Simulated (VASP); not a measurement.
# HfB (R-3m) in VASP: notebook

The runs below take HfB through single point, with LDA.

Everything below comes from runs of VASP 6.6.1. Logs are shortened: lines on timing, memory, paths and dates and some standing lists are left out, and cuts for length are marked.

## 1. The cell of the first run

The structure is trigonal, space group R-3m (No. 166). The conventional cell has a = 3.300 Å, b = 3.300 Å, c = 7.842 Å, α = 90.00°, β = 90.00°, γ = 120.00°. Within 3.1 Å of Hf (site symmetry -3m) lie 6 B at 2.31 Å. B (site symmetry -3m) has 6 Hf at 2.31 Å within 3.1 Å.

## 2. Single point, LDA (equal xy, yz and zx shear strains of -2 %)

INCAR reads:

```
PREC     = Accurate       # precision mode
ENCUT    = 520            # plane-wave cutoff, eV
EDIFF    = 1E-6           # SCF threshold, eV
ISMEAR   = -1             # smearing method
SIGMA    = 0.05           # smearing width, eV
LREAL    = False          # projectors in reciprocal space
LASPH    = True           # aspherical terms in the spheres
NELM     = 100            # most SCF steps
ALGO     = Normal         # electronic algorithm
ISIF     = 2              # what is computed and relaxed
LWAVE    = False          # write WAVECAR
LCHARG   = False          # write CHGCAR
GGA      = CA             # functional
NBANDS   = 14             # bands
```

KPOINTS reads:

```
Automatic mesh
0
Gamma
  15 15 15
```

POSCAR reads:

```
HfB
1.0
   -0.0462000000      2.2869000000      2.2869000000
    2.2869000000     -0.0462000000      2.2869000000
    2.2869000000      2.2869000000     -0.0462000000
Hf B
1 1
Direct
    0.5000000000      0.5000000000      0.5000000000
    0.0000000000      0.0000000000      0.0000000000
```

Potentials or basis: VASP PAW LDA potentials, release 64 (Hf_pv, B).

Run with:

```sh
> cat potpaw_LDA.64/Hf_pv/POTCAR potpaw_LDA.64/B/POTCAR > POTCAR
> mpirun -np 1 vasp_std > vasp.out
```

OUTCAR:

```text
PREC = Accurate
   ENCUT = 520
   EDIFF = 1E-6
   ISMEAR = -1
   LREAL = False
   LASPH = True
   NELM = 100
   ISIF = 2
   GGA = CA

 ion  position               nearest neighbor table
   1  0.500  0.500  0.500-   2 2.31   2 2.31   2 2.31   2 2.31   2 2.31   2 2.31
   2  0.000  0.000  0.000-   1 2.31   1 2.31   1 2.31   1 2.31   1 2.31   1 2.31

  LATTYP: Found a trigonal (rhomboedric) cell.
 ALAT       =     3.2344949621
 COS(alpha) =     0.4797000918

  Lattice vectors:

 A1 = (  -0.0462000000,   2.2869000000,   2.2869000000)
 A2 = (   2.2869000000,  -0.0462000000,   2.2869000000)
 A3 = (   2.2869000000,   2.2869000000,  -0.0462000000)

Analysis of symmetry for initial positions (statically):
=====================================================================
 Subroutine PRICEL returns:
 Original cell was already a primitive cell.

 Routine SETGRP: Setting up the symmetry group for a
 trigonal (rhombohedral) supercell.

 Subroutine GETGRP returns: Found 12 space group operations
 (whereof 12 operations were pure point group operations)
 out of a pool of 12 trial point group operations.

The static configuration has the point symmetry D_3d.

Analysis of symmetry for dynamics (positions and initial velocities):
=====================================================================
 Subroutine PRICEL returns:
 Original cell was already a primitive cell.

 Routine SETGRP: Setting up the symmetry group for a
 trigonal (rhombohedral) supercell.

 Subroutine GETGRP returns: Found 12 space group operations
 (whereof 12 operations were pure point group operations)
 out of a pool of 12 trial point group operations.

The dynamic configuration has the point symmetry D_3d.

 Subroutine INISYM returns: Found 12 space group operations
 (whereof 12 operations are pure point group operations),
 and found     1 'primitive' translations

----------------------------------------------------------------------------------------

                                     Primitive cell

  volume of cell :      24.6453

  direct lattice vectors                    reciprocal lattice vectors
    -0.046200000  2.286900000  2.286900000    -0.212120337  0.216493953  0.216493953
     2.286900000 -0.046200000  2.286900000     0.216493953 -0.212120337  0.216493953
     2.286900000  2.286900000 -0.046200000     0.216493953  0.216493953 -0.212120337

  length of vectors
     3.234494962  3.234494962  3.234494962     0.372470537  0.372470537  0.372470537

  position of ions in fractional coordinates (direct lattice)
     0.500000000  0.500000000  0.500000000
     0.000000000  0.000000000  0.000000000
[... 83 lines left out ...]
   ISIF   =      2    stress and relaxation
   ISYM   =      2    0-nonsym 1-usesym 2-fastsym
   POTIM  = 0.5000    time-step for ionic-motion
   TEBEG  =    0.0;   TEEND  =   0.0 temperature during run
   PSTRESS=    0.0 pullay stress
   NELECT =      13.0000    total number of electrons
   NUPDOWN=      -1.0000    fix difference up-down
   EMIN   =  10.00;   EMAX   =-10.00  energy-range for DOS
   EFERMI =   0.00;   METHOD = LEGACY
   ISMEAR =    -1;   SIGMA  =   0.05  broadening in eV -4-tet -1-fermi 0-gaus
   EFERMI_NEDOS =   21; number of points for ismear=-14 and -15
   IALGO  =     38    algorithm
   IMIX   =      4    mixing-type and parameters
     AMIX     =   0.40;   BMIX     =  1.00
     AMIX_MAG =   1.60;   BMIX_MAG =  1.00
  volume/ion in A,a.u.               =      12.32        83.16
  Fermi-wavevector in a.u.,A,eV,Ry     =   1.322750  2.499635 23.805664  1.749667
  Thomas-Fermi vector in A             =   2.452408
   LORBIT       =      0    0 simple, 1 ext, 2 COOP (PROOUT), +10 PAW based schemes
   GGA     = CA    functional components
   LHFCALC =     F    Hartree Fock is set to
   AEXX    =    0.0000 exact exchange contribution
   IVDW    =     0    specifies the selected vdW correction
   LEPSILON=     F    determine dielectric tensor
   LRPA    =     F    only Hartree local field effects (RPA)
 non-spin polarized calculation
  energy-cutoff  :      520.00
  volume of cell :       24.65
 maximum number of plane-waves:       675
   NGX = 13   NGY = 13   NGZ = 13

 number of electron      13.0000000 magnetization

 Free energy of the ion-electron system (eV)
  ---------------------------------------------------
  ext. energy  EPLUGINS =         0.00000000
  ---------------------------------------------------
  free energy    TOTEN  =       -18.86952426 eV

  energy without entropy =      -18.86152286  energy(sigma->0) =      -18.86552356

 E-fermi :   5.1147     XC(G=0): -12.4545

 val. band max:        5.1089835966   @ k =   0.2000   0.2000   0.1333
 cond. band min:       5.1266626872   @ k =  -0.0667   0.2000   0.0667
 fundamental gap:      0.0176790907
 Fermi energy:         5.1146518470

 k-point     1 :       0.0000    0.0000    0.0000
  band No.  band energies     occupation
      1     -23.0849      2.00000
      2     -23.0849      2.00000
      3     -23.0379      2.00000
      4      -4.3426      2.00000
      5       7.0511      0.00000
      6       7.0511      0.00000
      7       7.5194      0.00000
      8       8.9836      0.00000
      9       8.9836      0.00000
     10       9.2206      0.00000
     11       9.2677      0.00000
     12       9.2677      0.00000
     13      16.8697      0.00000
     14      18.2297      0.00000
[... 377 lines left out ...]
      1     -23.2859      2.00000
      2     -23.1423      2.00000
      3     -23.1153      2.00000
      4      -3.2543      2.00000
      5       4.6137      1.99991
      6       5.6909      0.00002
      7       6.5678      0.00000
      8       6.9745      0.00000
      9       9.5854      0.00000
     10      10.8118      0.00000
     11      11.5684      0.00000
     12      14.3057      0.00000
     13      19.2548      0.00000
     14      19.3545      0.00000

 [... further k-points ...]
[... 5 lines left out ...]
  --------------------------------------------------------------------------------------
  -------------------------------------------------------------------------------------
  Total        3.0764168      3.0764168      3.0764168      0.1848107      0.1848107      0.1848107
  in kB      199.9958573    199.9958573    199.9958573     12.0144232     12.0144232     12.0144232
  external PRESSURE =     199.9958573 kB  Pullay stress =       0.0000000 kB

 VOLUME and BASIS-vectors are now :
 -----------------------------------------------------------------------------
  energy-cutoff  :      520.00
  volume of cell :       24.65
      direct lattice vectors                 reciprocal lattice vectors
    -0.046200000  2.286900000  2.286900000    -0.212120337  0.216493953  0.216493953
     2.286900000 -0.046200000  2.286900000     0.216493953 -0.212120337  0.216493953
     2.286900000  2.286900000 -0.046200000     0.216493953  0.216493953 -0.212120337

 POSITION                                       TOTAL-FORCE (eV/Angst)
 -----------------------------------------------------------------------------------
      2.26380      2.26380      2.26380         0.000000      0.000000      0.000000
      0.00000      0.00000      0.00000        -0.000000     -0.000000     -0.000000
 -----------------------------------------------------------------------------------
    total drift:                               -0.000000     -0.000000      0.000000

  FREE ENERGIE OF THE ION-ELECTRON SYSTEM (eV)
  ---------------------------------------------------
  free  energy   TOTEN  =       -18.8695242616 eV

  energy  without entropy=      -18.8615228633  energy(sigma->0) =      -18.86552356
```

It took 23 s on 1 thread of Intel Xeon 6975P-C (Granite Rapids), shared host; peak memory 0.22 GiB.

Results:

| Property | Result |
| --- | --- |
| Free energy | -18.8695 eV |
| Pressure | 20.0 GPa |

Caveat: the cell differs from its parent crystal (equal xy, yz and zx shear strains of -2 %); spin-orbit coupling is left out, which moves the levels of the heavy elements.

## 3. Single point, LDA (equal xy, yz and zx shear strains of -1 %)

INCAR reads:

```
PREC     = Accurate       # precision mode
ENCUT    = 520            # plane-wave cutoff, eV
EDIFF    = 1E-7           # SCF threshold, eV
ISMEAR   = -1             # smearing method
SIGMA    = 0.05           # smearing width, eV
LREAL    = F              # projectors in reciprocal space
LASPH    = T              # aspherical terms in the spheres
NELM     = 80             # most SCF steps
ALGO     = Normal         # electronic algorithm
ISIF     = 2              # what is computed and relaxed
LWAVE    = F              # write WAVECAR
LCHARG   = T              # write CHGCAR
GGA      = CA             # functional
LELF     = T              # ELF
LVHAR    = T            
NBANDS   = 14             # bands
```

KPOINTS is that of step 2.

POSCAR reads:

```
HfB
1.0
   -0.0231000000      2.2984500000      2.2984500000
    2.2984500000     -0.0231000000      2.2984500000
    2.2984500000      2.2984500000     -0.0231000000
Hf B
1 1
Direct
    0.5000000000      0.5000000000      0.5000000000
    0.0000000000      0.0000000000      0.0000000000
```

Potentials or basis: VASP PAW LDA potentials, release 64 (Hf_pv, B).

Run with:

```sh
> cat potpaw_LDA.64/Hf_pv/POTCAR potpaw_LDA.64/B/POTCAR > POTCAR
> mpirun -np 1 vasp_std > vasp.out
```

OUTCAR:

```text
PREC = Accurate
   ENCUT = 520
   EDIFF = 1E-7
   ISMEAR = -1
   LREAL = F
   LASPH = T
   NELM = 80
   ISIF = 2
   GGA = CA

 ion  position               nearest neighbor table
   1  0.500  0.500  0.500-   2 2.31   2 2.31   2 2.31   2 2.31   2 2.31   2 2.31
   2  0.000  0.000  0.000-   1 2.31   1 2.31   1 2.31   1 2.31   1 2.31   1 2.31

  LATTYP: Found a trigonal (rhomboedric) cell.
 ALAT       =     3.2505812426
 COS(alpha) =     0.4899250057

  Lattice vectors:

 A1 = (  -0.0231000000,   2.2984500000,   2.2984500000)
 A2 = (   2.2984500000,  -0.0231000000,   2.2984500000)
 A3 = (   2.2984500000,   2.2984500000,  -0.0231000000)

Analysis of symmetry for initial positions (statically):
=====================================================================
 Subroutine PRICEL returns:
 Original cell was already a primitive cell.

 Routine SETGRP: Setting up the symmetry group for a
 trigonal (rhombohedral) supercell.

 Subroutine GETGRP returns: Found 12 space group operations
 (whereof 12 operations were pure point group operations)
 out of a pool of 12 trial point group operations.

The static configuration has the point symmetry D_3d.

Analysis of symmetry for dynamics (positions and initial velocities):
=====================================================================
 Subroutine PRICEL returns:
 Original cell was already a primitive cell.

 Routine SETGRP: Setting up the symmetry group for a
 trigonal (rhombohedral) supercell.

 Subroutine GETGRP returns: Found 12 space group operations
 (whereof 12 operations were pure point group operations)
 out of a pool of 12 trial point group operations.

The dynamic configuration has the point symmetry D_3d.

 Subroutine INISYM returns: Found 12 space group operations
 (whereof 12 operations are pure point group operations),
 and found     1 'primitive' translations

[... 117 lines left out ...]
  Thomas-Fermi vector in A             =   2.452315
   LORBIT       =      0    0 simple, 1 ext, 2 COOP (PROOUT), +10 PAW based schemes
   GGA     = CA    functional components
   LHFCALC =     F    Hartree Fock is set to
   AEXX    =    0.0000 exact exchange contribution
   IVDW    =     0    specifies the selected vdW correction
   LEPSILON=     F    determine dielectric tensor
   LRPA    =     F    only Hartree local field effects (RPA)
 non-spin polarized calculation
  energy-cutoff  :      520.00
  volume of cell :       24.65
 maximum number of plane-waves:       677
   NGX = 13   NGY = 13   NGZ = 13

 number of electron      13.0000002 magnetization

 Free energy of the ion-electron system (eV)
  ---------------------------------------------------
  ext. energy  EPLUGINS =         0.00000000
  ---------------------------------------------------
  free energy    TOTEN  =       -18.87446624 eV

  energy without entropy =      -18.86637718  energy(sigma->0) =      -18.87042171

 E-fermi :   5.1064     XC(G=0): -12.4533

 val. band max:        5.1043450144   @ k =   0.3333   0.1333   0.0667
 cond. band min:       5.1096097547   @ k =  -0.4667   0.2667  -0.0000
 fundamental gap:      0.0052647403
 Fermi energy:         5.1064336052

 k-point     1 :       0.0000    0.0000    0.0000
  band No.  band energies     occupation
      1     -23.0822      2.00000
      2     -23.0822      2.00000
      3     -23.0582      2.00000
      4      -4.3431      2.00000
      5       7.1299      0.00000
      6       7.1299      0.00000
      7       7.3615      0.00000
      8       9.0187      0.00000
      9       9.0187      0.00000
     10       9.1398      0.00000
     11       9.2545      0.00000
     12       9.2545      0.00000
     13      16.8539      0.00000
     14      18.2143      0.00000
[... 377 lines left out ...]
      1     -23.2881      2.00000
      2     -23.1403      2.00000
      3     -23.1298      2.00000
      4      -3.2545      2.00000
      5       4.6163      1.99989
      6       5.7170      0.00001
      7       6.5014      0.00000
      8       6.9983      0.00000
      9       9.5617      0.00000
     10      10.8553      0.00000
     11      11.5368      0.00000
     12      14.3023      0.00000
     13      19.2764      0.00000
     14      19.3654      0.00000

 [... further k-points ...]
[... 5 lines left out ...]
  --------------------------------------------------------------------------------------
  -------------------------------------------------------------------------------------
  Total        3.0815073      3.0815073      3.0815073      0.0956517      0.0956517      0.0956517
  in kB      200.2813597    200.2813597    200.2813597      6.2168442      6.2168442      6.2168442
  external PRESSURE =     200.2813597 kB  Pullay stress =       0.0000000 kB

 VOLUME and BASIS-vectors are now :
 -----------------------------------------------------------------------------
  energy-cutoff  :      520.00
  volume of cell :       24.65
      direct lattice vectors                 reciprocal lattice vectors
    -0.023100000  2.298450000  2.298450000    -0.214285606  0.216461094  0.216461094
     2.298450000 -0.023100000  2.298450000     0.216461094 -0.214285606  0.216461094
     2.298450000  2.298450000 -0.023100000     0.216461094  0.216461094 -0.214285606

 POSITION                                       TOTAL-FORCE (eV/Angst)
 -----------------------------------------------------------------------------------
      2.28690      2.28690      2.28690        -0.000000     -0.000000     -0.000000
      0.00000      0.00000      0.00000         0.000000      0.000000      0.000000
 -----------------------------------------------------------------------------------
    total drift:                               -0.000000     -0.000000      0.000000

  FREE ENERGIE OF THE ION-ELECTRON SYSTEM (eV)
  ---------------------------------------------------
  free  energy   TOTEN  =       -18.8744662434 eV

  energy  without entropy=      -18.8663771798  energy(sigma->0) =      -18.87042171
```

OSZICAR:

```text
N       E                     dE             d eps       ncg     rms          rms(c)
DAV:   1     0.200004156308E+02    0.20000E+02   -0.69967E+03  9656   0.869E+02
DAV:   2    -0.195966153373E+02   -0.39597E+02   -0.37551E+02 12018   0.192E+02
DAV:   3    -0.205525231779E+02   -0.95591E+00   -0.94771E+00 12094   0.205E+01
DAV:   4    -0.205556628684E+02   -0.31397E-02   -0.31389E-02 11124   0.145E+00
DAV:   5    -0.205556792174E+02   -0.16349E-04   -0.16348E-04 12504   0.934E-02    0.674E+01
DAV:   6    -0.189230965340E+02    0.16326E+01   -0.26721E+00 12134   0.999E+00    0.424E+01
DAV:   7    -0.189217276862E+02    0.13688E-02   -0.12417E+00 12476   0.593E+00    0.933E+00
DAV:   8    -0.188744033529E+02    0.47324E-01   -0.15336E-01 10808   0.238E+00    0.876E-01
DAV:   9    -0.188744686222E+02   -0.65269E-04   -0.61836E-03 11918   0.569E-01    0.192E-01
DAV:  10    -0.188744670892E+02    0.15330E-05   -0.54675E-05 11750   0.519E-02    0.127E-01
DAV:  11    -0.188744668379E+02    0.25125E-06   -0.60250E-06 11678   0.161E-02    0.418E-02
DAV:  12    -0.188744662601E+02    0.57782E-06   -0.19456E-06 11474   0.976E-03    0.148E-03
DAV:  13    -0.188744662434E+02    0.16729E-07   -0.12670E-07  7634   0.261E-03
   1 F= -.18874466E+02 E0= -.18870422E+02  d E =-.808906E-02
```

Run time: 28 s. Hardware: 1 thread of Intel Xeon 6975P-C (Granite Rapids), shared host; peak memory 0.23 GiB.

What came out:

```yaml
Free_energy: -18.8745 eV
Pressure: 20.0 GPa
```

Stress tensor (GPa, compression positive):
```
20.03  0.62  0.62
 0.62 20.03  0.62
 0.62  0.62 20.03
```

Caveat: the cell differs from its parent crystal (equal xy, yz and zx shear strains of -1 %); spin-orbit coupling is left out, which moves the levels of the heavy elements.

## 4. Single point, LDA (equal xy, yz and zx shear strains of +1 %)

INCAR reads:

```
SYSTEM = HfB
PREC = Accurate
ENCUT = 520
EDIFF = 1E-6
ISMEAR = -1
SIGMA = 0.05
LREAL = .False.
LASPH = .True.
NELM = 80
ALGO = Normal
ISIF = 2
LWAVE = .False.
LCHARG = .False.
NBANDS = 14
```

KPOINTS reads:

```
regular mesh
0
Gamma
  15 15 15
  0 0 0
```

POSCAR reads:

```
HfB
1.0
    0.0231000000      2.3215500000      2.3215500000
    2.3215500000      0.0231000000      2.3215500000
    2.3215500000      2.3215500000      0.0231000000
Hf B
1 1
Direct
    0.5000000000      0.5000000000      0.5000000000
    0.0000000000      0.0000000000      0.0000000000
```

Run with:

```sh
> cat potpaw_LDA.64/Hf_pv/POTCAR potpaw_LDA.64/B/POTCAR > POTCAR
> mpirun -np 1 vasp_std > vasp.out
```

Run time: 22 s. Hardware: 1 thread of Intel Xeon 6975P-C (Granite Rapids), shared host; peak memory 0.22 GiB.

The run converged. Its results:

```
Free energy : -18.8745 eV
Pressure    : 20.0 GPa
```

Stress tensor (GPa, compression positive):
```
19.97 -0.63 -0.63
-0.63 19.97 -0.63
-0.63 -0.63 19.97
```

Levels at points of the mesh, in eV from the Fermi level:
```tsv
k point	band 3	band 4	band 5	band 6	band 7	band 8	band 9	band 10	band 11	band 12
(0.00, 0.00, 0.00)	-28.17	-9.45	1.95	2.18	2.18	3.87	3.99	3.99	4.15	4.15
```

Caveat: the cell differs from its parent crystal (equal xy, yz and zx shear strains of +1 %); spin-orbit coupling is left out, which moves the levels of the heavy elements.

## 5. Overview

| cell | gap on the mesh (eV) | pressure (GPa) |
| --- | --- | --- |
| a = 3.234 Å, angles 61.3°, 2 atoms | none | 20.0 |
| a = 3.251 Å, angles 60.7°, 2 atoms | none | 20.0 |
| a = 3.283 Å, angles 59.3°, 2 atoms | none | 20.0 |

Alike in all rows: task single point; level LDA; potentials or basis VASP PAW LDA potentials, release 64 (Hf_pv, B); no spin polarisation; k mesh 15 × 15 × 15; cutoff (eV) 520; smearing fermi-dirac 0.05 eV.

Caveats: spin-orbit coupling is left out, which moves the levels of the heavy elements.

Absolute energies hang on the potentials; compare differences alone.
